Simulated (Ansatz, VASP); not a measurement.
## Al4B3P in VASP and in Ansatz

The input INCAR:

```
SYSTEM = Al4B3P
  PREC = Accurate
  ENCUT = 600
  EDIFF = 1E-6
  ISMEAR = 0
  SIGMA = 0.2
  LREAL = .False.
  LASPH = .True.
  NELM = 80
  ALGO = Normal
  ISIF = 3
  LWAVE = .False.
  LCHARG = .False.
  GGA = PE
  IBRION = 2
  NSW = 80
  EDIFFG = -0.025
```

File KPOINTS:

```
Automatic mesh
0
Gamma
  6 6 2
  0 0 0
```

The input POSCAR:

```
Al4B3P
1.0
    3.4451372251     -0.0094413707      0.0093518749
   -1.7307450794      3.0468566949      0.0348665697
    0.0256074201      0.1250261073      9.7200549517
Al B P
4 3 1
Direct
    0.6891185898      0.3641180597      0.3320370609
    0.6752665594      0.3358419769      0.8679597492
    0.3337671941      0.6806220413      0.6521454295
    0.3332739081      0.6494009945      0.1249332405
   -0.0102853428     -0.0020011670      0.0029270453
    0.9996528550     -0.0070795930      0.8293965575
   -0.0075163985      0.9846367677      0.1862574606
    0.9867226349     -0.0055390800      0.5043434565
```

Input for Ansatz:

```yaml
crystal:
  lattice:
    - [3.4451372251, -0.0094413707, 0.0093518749]
    - [-1.7307450794, 3.0468566949, 0.0348665697]
    - [0.0256074201, 0.1250261073, 9.7200549517]
  atoms:
    - { symbol: Al, position: [0.6891185898, 0.3641180597, 0.3320370609] }
    - { symbol: Al, position: [0.6752665594, 0.3358419769, 0.8679597492] }
    - { symbol: Al, position: [0.3337671941, 0.6806220413, 0.6521454295] }
    - { symbol: Al, position: [0.3332739081, 0.6494009945, 0.1249332405] }
    - { symbol: B, position: [-0.0102853428, -0.002001167, 0.0029270453] }
    - { symbol: B, position: [0.999652855, -0.007079593, 0.8293965575] }
    - { symbol: B, position: [-0.0075163985, 0.9846367677, 0.1862574606] }
    - { symbol: P, position: [0.9867226349, -0.00553908, 0.5043434565] }
basis:
  ecutwfc: 420
kpoints:
  mp_grid: { grid: [6, 6, 2] }
hamiltonian:
  xc: pbe
scf:
  occupations: { method: gaussian, width: 0.2 }
  lower_state_search: "off"
output:
  forces: true
  stress: true
  eigenvalues: true
relax:
  adjacent_minimum: "off"
  f_tol: 0.025
  max_steps: 60
  cell: { stress_tol: 0.25 }
```

Change from the starting cell: cell x1, atoms moved at random (sigma 0.05 Å) and cell strained at random (1.5 %), then relaxed without symmetry.

Alike in both runs: task relaxation of cell and atoms; functional PBE; k mesh 6 × 6 × 2; occupations gaussian, width 0.2 eV; no spin polarisation.

```csv
,VASP,Ansatz
version,VASP 6.6.1,Ansatz 0.2.0
potentials or method,"VASP PAW PBE potentials, release 64 (Al, B, P), cutoff 600 eV","scalar-relativistic, plane waves, PAW"
valence electrons in the cell,26,26
```

Ansatz gave:

- gap on the k mesh at the Fermi level, each at its own relaxed structure (eV): none
- relaxed volume (Å³/atom): 12.83
- relaxed length of the cell vector where the two differ most in proportion (Å): 3.609

Question: Which values does VASP return?

Answer: gap on the k mesh at the Fermi level, each at its own relaxed structure (eV): none; relaxed volume (Å³/atom): 12.42; relaxed length of the cell vector where the two differ most in proportion (Å): 3.506.

A gap of «none» marks a metal or a gap that the smearing closes.
